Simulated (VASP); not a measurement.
Wanted: the native input for a VASP 6.6.1 run.

```yaml
Task: single point
Functional: PBE
Potentials_or_basis: VASP PAW PBE potentials, release 64 (Zr_sv, C)
Cutoff: 520 eV
k_mesh: 18 × 18 × 18
Occupations: gaussian, width 0.15 eV
Spin: no spin polarisation
Dipole_correction: no
Further_INCAR_settings: ALGO = Normal; EDIFF = 1e-07; NBANDS = 15
```

The structure of ZrC lies in POSCAR:

```
ZrC
1.0
    0.0000000000      2.5382268000      2.3502100000
    2.5382268000      0.0000000000      2.3502100000
    2.5382268000      2.5382268000      0.0000000000
Zr C
1 1
Direct
    0.5000000000      0.5000000000      0.5000000000
    0.0000000000      0.0000000000      0.0000000000
```

This cell differs from its parent crystal: strain +0.080 along x and y, +0.000 along z.

These files were run (other wordings do the same):

INCAR

```
SYSTEM = ZrC
ALGO     = Normal         ! electronic algorithm
EDIFF    = 1E-7           ! SCF threshold, eV
ENCUT    = 520            ! plane-wave cutoff, eV
GGA      = PE             ! functional
ISIF     = 2              ! what is computed and relaxed
ISMEAR   = 0              ! smearing method
LASPH    = .True.         ! aspherical terms in the spheres
LCHARG   = .False.        ! write CHGCAR
LREAL    = .False.        ! projectors in reciprocal space
LWAVE    = .False.        ! write WAVECAR
NBANDS   = 15             ! bands
NELM     = 100            ! most SCF steps
PREC     = Accurate       ! precision mode
SIGMA    = 0.15           ! smearing width, eV
```

KPOINTS

```
k-points
0
Gamma
  18 18 18
  0 0 0
```

Potentials or basis: VASP PAW PBE potentials, release 64 (Zr_sv, C).

Run with:

```bash
$ cat potpaw_PBE.64/Zr_sv/POTCAR potpaw_PBE.64/C/POTCAR > POTCAR
$ mpirun -np 1 vasp_std > vasp.out
```

Results of the run:

- Pressure: -22.3 GPa
- Band gap on the k mesh: zero (bands 8 and 9 overlap by 1.49 eV)

Caveat: the cell differs from its parent crystal (strain +0.080 along x and y, +0.000 along z); the cell stands under tension.

It took 6.8 min on 1 thread of Intel Xeon 8259CL (shared host), peak memory 0.34 GiB.
